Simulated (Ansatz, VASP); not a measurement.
# NaF: VASP beside Ansatz

```xyz
2
Lattice="0.0000 2.3477 2.3477 2.3477 0.0000 2.3477 2.3477 2.3477 0.0000" Properties=species:S:1:pos:R:3 pbc="T T T"
Na    0.0000    0.0000    0.0000
F     2.3477    2.3477    2.3477
```

Alike in both runs: functional PBE; k mesh 6 × 6 × 6; occupations gaussian, width 0.1 eV; no spin polarisation.

Ansatz relaxed the structure, and its values are those at the end. VASP's run is a single point on that final structure, the one shown.

```csv
,VASP,Ansatz
version,VASP 6.6.1,Ansatz 0.2.0
potentials or method,"VASP PAW PBE potentials, release 64 (Na_pv, F), cutoff 600 eV","scalar-relativistic, plane waves, PAW"
valence electrons in the cell,14,16
```

VASP gave:

- gap on the k mesh at the Fermi level (eV): 6.09
- least direct gap on the mesh (eV): 6.09
- pressure (GPa): -0.1

What did Ansatz give for the same quantities?

gap on the k mesh at the Fermi level (eV): 6.11; least direct gap on the mesh (eV): 6.11; pressure (GPa): 0.2.

VASP's potentials hold 14 valence electrons a cell and Ansatz's 16, so a difference there can come from the potentials and not from the codes.
